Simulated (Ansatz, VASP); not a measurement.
**Ni: VASP beside Ansatz**

```
CELL_PARAMETERS angstrom
2.44977 0.00000 0.00000
-1.22488 2.12156 0.00000
0.00000 0.00000 28.00130
ATOMIC_POSITIONS crystal
Ni 0.00000 0.00000 0.28668
Ni 0.33333 0.66667 0.35714
Ni 0.66667 0.33333 0.42854
Ni 0.00000 0.00000 0.50000
Ni 0.33333 0.66667 0.57146
Ni 0.66667 0.33333 0.64286
Ni 0.00000 0.00000 0.71332
```

Alike in both runs: functional PBEsol; k mesh 15 × 15 × 1; occupations fermi-dirac, width 0.1 eV; collinear spin.

Ansatz relaxed the structure, and its values are those at the end. VASP's run is a single point on that final structure, the one shown.

```csv
,VASP,Ansatz
version,VASP 6.6.1,Ansatz 0.2.0
potentials or method,"VASP PAW PBE potentials, release 64 (Ni)","PAW with Ansatz's default frozen-core files, scalar-relativistic"
plane-wave cutoff (eV),520,420
valence electrons in the cell,70,126
```

|  | VASP | Ansatz | Ansatz less VASP |
| --- | --- | --- | --- |
| net moment per atom (μB) | 0.64 | 0.65 | +0.012 |
| size of the moment on the site where the two differ most (μB) | 0.66 | 0.70 | +0.042 |

VASP's potentials were made for PBE, not for PBEsol. Site moments also hang on the region over which each program counts them. VASP's potentials hold 70 valence electrons a cell and Ansatz's 126, so a difference there can come from the potentials and not from the codes. Ansatz's warnings: stress scf threshold loose, xc potential rough in thin density.
